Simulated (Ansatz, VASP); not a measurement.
**Two plane-wave programs on BiTe2**

```
Te Bi
1.0
     4.44655    0.00000    0.00000
    -2.22327    3.85082    0.00000
     0.00000    0.00000   32.72289
Te Bi
4 2
Cartesian
  2.2233 1.2836 11.0000
  0.0000 2.5672 14.7734
  2.2233 1.2836 17.9495
  0.0000 2.5672 21.7229
  0.0000 0.0000 13.0548
  0.0000 0.0000 19.6681
```

Alike in both runs: task single point; functional PBE; k mesh 9 × 9 × 1; occupations gaussian, width 0.05 eV; no spin polarisation.

|  | VASP | Ansatz |
| --- | --- | --- |
| version | VASP 6.6.1 | Ansatz 0.2.0 |
| potentials or method | VASP PAW PBE potentials, release 64 (Te, Bi_d), cutoff 400 eV | scalar-relativistic, plane waves, PAW |
| valence electrons in the cell | 54 | 94 |

Ansatz gave:

```
gap on the k mesh at the Fermi level (eV) : none
rms of the force components (eV/Å)        : 0.391
```

Task: Which values does VASP return?

Result: gap on the k mesh at the Fermi level (eV): none; rms of the force components (eV/Å): 0.393.

A gap of «none» marks a metal or a gap that the smearing closes. The functional is the same, so the differences come from potentials, cutoffs and numerics. VASP's potentials hold 54 valence electrons a cell and Ansatz's 94, so a difference there can come from the potentials and not from the codes. Ansatz's warnings: xc potential rough in thin density.

Spin-orbit coupling is off throughout.
